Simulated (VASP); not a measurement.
# BeS (I-4m2) in VASP: notebook, part 2 of 2

VASP 6.6.1. The steps go on from the part before.

**4. Single point, PBE (strain +0.030 along x and y, -0.015 along z)**

INCAR

```
PREC     = Accurate       # precision mode
ENCUT    = 520            # plane-wave cutoff, eV
EDIFF    = 1E-6           # SCF threshold, eV
ISMEAR   = 0              # smearing method
SIGMA    = 0.05           # smearing width, eV
LREAL    = F              # projectors in reciprocal space
LASPH    = T              # aspherical terms in the spheres
NELM     = 60             # most SCF steps
ALGO     = Normal         # electronic algorithm
ISIF     = 2              # what is computed and relaxed
LWAVE    = F              # write WAVECAR
LCHARG   = T              # write CHGCAR
GGA      = PE             # functional
LELF     = T              # ELF
LVHAR    = T            
NBANDS   = 11             # bands
```

KPOINTS

```
regular mesh
0
Gamma
  8 8 8
```

POSCAR

```
BeS
1.0
    0.0000000000      2.4977500000      2.3886250000
    2.4977500000      0.0000000000      2.3886250000
    2.4977500000      2.4977500000      0.0000000000
Be S
1 1
Direct
    0.0000000000      0.0000000000      0.0000000000
    0.7500000000      0.7500000000      0.7500000000
```

Potentials or basis: VASP PAW PBE potentials, release 64 (Be, S).

On the command line:

```bash
> cat potpaw_PBE.64/Be/POTCAR potpaw_PBE.64/S/POTCAR > POTCAR
> mpirun -np 1 vasp_std > vasp.out
```

OUTCAR:

```text
PREC = Accurate
   ENCUT = 520
   EDIFF = 1E-6
   ISMEAR = 0
   LREAL = F
   LASPH = T
   NELM = 60
   ISIF = 2
   GGA = PE

 ion  position               nearest neighbor table
   1  0.000  0.000  0.000-   2 2.13   2 2.13   2 2.13   2 2.13
   2  0.750  0.750  0.750-   1 2.13   1 2.13   1 2.13   1 2.13

  LATTYP: Found a body centered tetragonal cell.
 ALAT       =     3.5323519254
 C/A-ratio  =     1.3524275329

  Lattice vectors:

 A1 = (   0.0000000000,  -2.4977500000,  -2.3886250000)
 A2 = (   0.0000000000,   2.4977500000,  -2.3886250000)
 A3 = (   2.4977500000,   0.0000000000,   2.3886250000)

Analysis of symmetry for initial positions (statically):
=====================================================================
 Subroutine PRICEL returns:
 Original cell was already a primitive cell.

 Routine SETGRP: Setting up the symmetry group for a
 body centered tetragonal supercell.

 Subroutine GETGRP returns: Found  8 space group operations
 (whereof  8 operations were pure point group operations)
 out of a pool of 16 trial point group operations.

The static configuration has the point symmetry D_2d.

Analysis of symmetry for dynamics (positions and initial velocities):
=====================================================================
 Subroutine PRICEL returns:
 Original cell was already a primitive cell.

 Routine SETGRP: Setting up the symmetry group for a
 body centered tetragonal supercell.

 Subroutine GETGRP returns: Found  8 space group operations
 (whereof  8 operations were pure point group operations)
 out of a pool of 16 trial point group operations.

The dynamic configuration has the point symmetry D_2d.

 Subroutine INISYM returns: Found  8 space group operations
 (whereof  8 operations are pure point group operations),
 and found     1 'primitive' translations

----------------------------------------------------------------------------------------

                                     Primitive cell

  volume of cell :      29.8041

  direct lattice vectors                    reciprocal lattice vectors
     0.000000000  2.497750000  2.388625000    -0.200180162  0.200180162  0.209325449
     2.497750000  0.000000000  2.388625000     0.200180162 -0.200180162  0.209325449
     2.497750000  2.497750000  0.000000000     0.200180162  0.200180162 -0.209325449

  length of vectors
     3.456050412  3.456050412  3.532351925     0.352081437  0.352081437  0.352081437

  position of ions in fractional coordinates (direct lattice)
     0.000000000  0.000000000  0.000000000
     0.750000000  0.750000000  0.750000000

  ion indices of the primitive-cell ions
   primitive index   ion index
                 1           1
                 2           2

----------------------------------------------------------------------------------------

 KPOINTS: regular mesh

Automatic generation of k-mesh.
 Grid dimensions read from file:
 generate k-points for:    8    8    8

 Generating k-lattice:

  Cartesian coordinates                     Fractional coordinates (reciprocal lattice)
    -0.025022520  0.025022520  0.026165681     0.125000000  0.000000000  0.000000000
     0.025022520 -0.025022520  0.026165681     0.000000000  0.125000000  0.000000000
     0.025022520  0.025022520 -0.026165681     0.000000000  0.000000000  0.125000000

  Length of vectors
     0.044010180  0.044010180  0.044010180

  Shift w.r.t. Gamma in fractional coordinates (k-lattice)
     0.000000000  0.000000000  0.000000000

 Subroutine IBZKPT returns following result:
 ===========================================

 Found     59 irreducible k-points:

 Following reciprocal coordinates:
            Coordinates               Weight
  0.000000  0.000000  0.000000      1.000000
  0.125000  0.000000  0.000000      8.000000
  0.250000  0.000000  0.000000      8.000000
  0.375000  0.000000  0.000000      8.000000
  0.500000  0.000000  0.000000      4.000000
  0.125000  0.125000  0.000000      2.000000
[... 16 lines left out ...]
  0.250000  0.000000  0.125000     16.000000
  0.375000  0.000000  0.125000     16.000000
 [... further k-points ...]
   k-points           NKPTS =     59   k-points in BZ     NKDIM =     59   number of bands    NBANDS=     11
   number of dos      NEDOS =    301   number of ions     NIONS =      2
   total plane-waves  NPLWV =  21952
   dimension x,y,z NGX =    28 NGY =   28 NGZ =   28
   dimension x,y,z NGXF=    56 NGYF=   56 NGZF=   56
   ions per type =               1   1
   NGX,Y,Z   is equivalent  to a cutoff of  13.47, 13.47, 13.18 a.u.
   NGXF,Y,Z  is equivalent  to a cutoff of  26.94, 26.94, 26.36 a.u.
 SYSTEM =  unknown system
   PREC   = accura    normal or accurate (medium, high low for compatibility)
   ISTART =      0    job   : 0-new  1-cont  2-samecut
   ICHARG =      2    charge: 1-file 2-atom 10-const
   ISPIN  =      1    spin polarized calculation?
   LNONCOLLINEAR =      F non collinear calculations
   LSORBIT =      F    spin-orbit coupling
   LASPH  =      T    aspherical Exc in radial PAW
   ENCUT  =  520.0 eV  38.22 Ry    6.18 a.u.   6.43  6.43  6.57*2*pi/ulx,y,z
   NELM   =     60;   NELMIN=  2; NELMDL= -5     # of ELM steps
   EDIFF  = 0.1E-05   stopping-criterion for ELM
   LREAL  =      F    real-space projection
   EDIFFG = 0.1E-04   stopping-criterion for IOM
   NSW    =      0    number of steps for IOM
   IBRION =     -1    ionic relax: 0-MD 1-quasi-New 2-CG
   NFREE  =      0    steps in history (QN), initial steepest desc. (CG)
   ISIF   =      2    stress and relaxation
   ISYM   =      2    0-nonsym 1-usesym 2-fastsym
   POTIM  = 0.5000    time-step for ionic-motion
   TEBEG  =    0.0;   TEEND  =   0.0 temperature during run
   PSTRESS=    0.0 pullay stress
   NELECT =       8.0000    total number of electrons
   NUPDOWN=      -1.0000    fix difference up-down
   EMIN   =  10.00;   EMAX   =-10.00  energy-range for DOS
   EFERMI =   0.00;   METHOD = LEGACY
   ISMEAR =     0;   SIGMA  =   0.05  broadening in eV -4-tet -1-fermi 0-gaus
   EFERMI_NEDOS =   21; number of points for ismear=-14 and -15
   IALGO  =     38    algorithm
   IMIX   =      4    mixing-type and parameters
     AMIX     =   0.40;   BMIX     =  1.00
     AMIX_MAG =   1.60;   BMIX_MAG =  1.00
  volume/ion in A,a.u.               =      14.90       100.56
  Fermi-wavevector in a.u.,A,eV,Ry     =   1.056038  1.995622 15.173437  1.115216
  Thomas-Fermi vector in A             =   2.191259
   LORBIT       =      0    0 simple, 1 ext, 2 COOP (PROOUT), +10 PAW based schemes
   GGA     = PE    functional components
   LHFCALC =     F    Hartree Fock is set to
   AEXX    =    0.0000 exact exchange contribution
   IVDW    =     0    specifies the selected vdW correction
   LEPSILON=     F    determine dielectric tensor
   LRPA    =     F    only Hartree local field effects (RPA)
 non-spin polarized calculation
 Gauss-broadening in eV      SIGMA  =   0.05
  energy-cutoff  :      520.00
  volume of cell :       29.80
 maximum number of plane-waves:       829
 NGX is ok and might be reduce to    28
   NGX = 13   NGY = 13   NGZ = 13

 number of electron       8.0000000 magnetization

 Free energy of the ion-electron system (eV)
  ---------------------------------------------------
  ext. energy  EPLUGINS =         0.00000000
  ---------------------------------------------------
  free energy    TOTEN  =        -9.99602703 eV

  energy without entropy =       -9.99602703  energy(sigma->0) =       -9.99602703

 E-fermi :   4.0963     XC(G=0):  -9.5516

 val. band max:        3.8723577953   @ k =   0.0000   0.0000   0.0000
 cond. band min:       6.7313075015   @ k =   0.5000   0.5000   0.0000
 fundamental gap:      2.8589497061
 Fermi energy:         4.0962696882

 k-point     1 :       0.0000    0.0000    0.0000
  band No.  band energies     occupation
      1      -9.6716      2.00000
      2       3.6620      2.00000
      3       3.6620      2.00000
      4       3.8724      2.00000
      5       9.2400      0.00000
      6       9.3873      0.00000
      7       9.4504      0.00000
      8       9.4504      0.00000
      9      15.9901      0.00000
     10      16.8668      0.00000
     11      18.2728      0.00000
[... 309 lines left out ...]
 k-point    24 :       0.3750    0.0000    0.1250
  band No.  band energies     occupation
      1      -8.5541      2.00000
      2      -0.5041      2.00000
      3       2.3561      2.00000
      4       2.6121      2.00000
      5       9.3149      0.00000
      6      10.3682      0.00000
      7      11.3916      0.00000
      8      12.5877      0.00000
      9      16.1628      0.00000
     10      17.5886      0.00000
     11      18.5026      0.00000

 [... further k-points ...]
[... 5 lines left out ...]
  --------------------------------------------------------------------------------------
  -------------------------------------------------------------------------------------
  Total       -0.7022630     -0.7022630      0.0264304      0.0000000     -0.0000000      0.0000000
  in kB      -37.7515237    -37.7515237      1.4208159      0.0000000     -0.0000000      0.0000000
  external PRESSURE =     -24.6940772 kB  Pullay stress =       0.0000000 kB

 VOLUME and BASIS-vectors are now :
 -----------------------------------------------------------------------------
  energy-cutoff  :      520.00
  volume of cell :       29.80
      direct lattice vectors                 reciprocal lattice vectors
     0.000000000  2.497750000  2.388625000    -0.200180162  0.200180162  0.209325449
     2.497750000  0.000000000  2.388625000     0.200180162 -0.200180162  0.209325449
     2.497750000  2.497750000  0.000000000     0.200180162  0.200180162 -0.209325449

 POSITION                                       TOTAL-FORCE (eV/Angst)
 -----------------------------------------------------------------------------------
      0.00000      0.00000      0.00000         0.000000      0.000000      0.000000
      3.74662      3.74662      3.58294        -0.000000     -0.000000     -0.000000
 -----------------------------------------------------------------------------------
    total drift:                               -0.000000     -0.000000      0.000000

  FREE ENERGIE OF THE ION-ELECTRON SYSTEM (eV)
  ---------------------------------------------------
  free  energy   TOTEN  =        -9.9960270285 eV

  energy  without entropy=       -9.9960270285  energy(sigma->0) =       -9.99602703
```

Wall time 11 s (1 thread of Intel Xeon 6975P-C (Granite Rapids), shared host); peak memory 0.15 GiB.

What came out:

```yaml
Free_energy: -9.9960 eV
Pressure: -2.5 GPa
Band_gap_on_the_k_mesh: 2.86 eV, indirect (least direct gap 5.37 eV)
```

Levels at points of the mesh, in eV from the valence-band top:
```tsv
k point	band 1	band 2	band 3	band 4	band 5	band 6	band 7	band 8
(0.00, 0.00, 0.00)	-13.54	-0.21	-0.21	0.00	5.37	5.51	5.58	5.58
(0.50, 0.00, 0.00)	-12.05	-5.65	-1.30	-0.93	5.08	6.24	6.72	10.87
(0.50, 0.50, 0.00)	-11.42	-4.74	-2.85	-2.85	2.86	4.53	12.29	12.29
(0.50, 0.00, 0.50)	-11.61	-5.04	-2.55	-2.48	3.18	4.96	12.12	12.26
```

Caveat: the cell differs from its parent crystal (strain +0.030 along x and y, -0.015 along z). A k mesh can miss the band edges.

**5. Summary**

| cell | gap on the mesh (eV) | pressure (GPa) |
| --- | --- | --- |
| a = 3.405, b = 3.405, c = 3.481 Å, angles 59.3, 59.3, 61.5°, 2 atoms | 2.74 | 1.6 |
| a = 3.431, b = 3.431, c = 3.532 Å, angles 59.0, 59.0, 62.0°, 2 atoms | 2.71 | -1.2 |
| a = 3.456, b = 3.456, c = 3.532 Å, angles 59.3, 59.3, 61.5°, 2 atoms | 2.86 | -2.5 |

Alike in all rows: task single point; level PBE; potentials or basis VASP PAW PBE potentials, release 64 (Be, S); no spin polarisation; k mesh 8 × 8 × 8; cutoff (eV) 520; smearing gaussian 0.05 eV.

Absolute energies hang on the potentials; compare differences alone.
